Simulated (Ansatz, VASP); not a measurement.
# ZnInCl4 in VASP and in Ansatz

The input INCAR:

```
SYSTEM = ZnInCl4
ALGO = Normal ; EDIFF = 1E-7
EDIFFG = -0.04 ; ENCUT = 600
GGA = PE ; IBRION = 2
ISIF = 3 ; ISMEAR = 0
LASPH = .True. ; LCHARG = .False.
LREAL = .False. ; LWAVE = .False.
NELM = 100 ; NSW = 90
PREC = Accurate ; SIGMA = 0.1
```

File KPOINTS:

```
k-points
0
Gamma
  4 4 4
  0 0 0
```

The input POSCAR:

```
ZnInCl4
1.0
    4.4783734700      0.0000000000      0.0000000000
    0.0000000000      4.4783734700      0.0000000000
    0.0000000000      0.0000000000      6.3333765000
Zn In Cl
1 1 4
Direct
    0.5000000000      0.5000000000      0.5000000000
    0.0000000000      0.0000000000      0.0000000000
    0.5000000000      0.0000000000      0.2500000000
    0.0000000000      0.5000000000      0.7500000000
    0.5000000000      0.0000000000      0.7500000000
    0.0000000000      0.5000000000      0.2500000000
```

Input for Ansatz:

```yaml
crystal:
  lattice:
    - [4.47837347, 0.0, 0.0]
    - [0.0, 4.47837347, 0.0]
    - [0.0, 0.0, 6.3333765]
  atoms:
    - { symbol: Zn, position: [0.5, 0.5, 0.5] }
    - { symbol: In, position: [0.0, 0.0, 0.0] }
    - { symbol: Cl, position: [0.5, 0.0, 0.25] }
    - { symbol: Cl, position: [0.0, 0.5, 0.75] }
    - { symbol: Cl, position: [0.5, 0.0, 0.75] }
    - { symbol: Cl, position: [0.0, 0.5, 0.25] }
basis:
  ecutwfc: 420
kpoints:
  mp_grid: { grid: [4, 4, 4] }
hamiltonian:
  xc: pbe
scf:
  occupations: { method: gaussian, width: 0.1 }
  lower_state_search: "off"
output:
  forces: true
  stress: true
  eigenvalues: true
relax:
  adjacent_minimum: "off"
  f_tol: 0.04
  max_steps: 70
  cell: { stress_tol: 0.4 }
```

Alike in both runs: task relaxation of cell and atoms; functional PBE; k mesh 4 × 4 × 4; occupations gaussian, width 0.1 eV; no spin polarisation.

|  | VASP | Ansatz |
| --- | --- | --- |
| version | VASP 6.6.1 | Ansatz 0.2.0 |
| potentials or method | VASP PAW PBE potentials, release 64 (Zn, In_d, Cl), cutoff 600 eV | scalar-relativistic, plane waves, PAW |
| valence electrons in the cell | 53 | 53 |

```tsv
	VASP	Ansatz	Ansatz less VASP
gap on the k mesh at the Fermi level, each at its own relaxed structure (eV)	none	none	-
relaxed volume (Å³/atom)	23.61	23.66	+0.042
relaxed cell length with the largest relative difference (Å)	6.659	6.677	+0.0176
```

A gap of «none» marks a metal or a gap that the smearing closes.
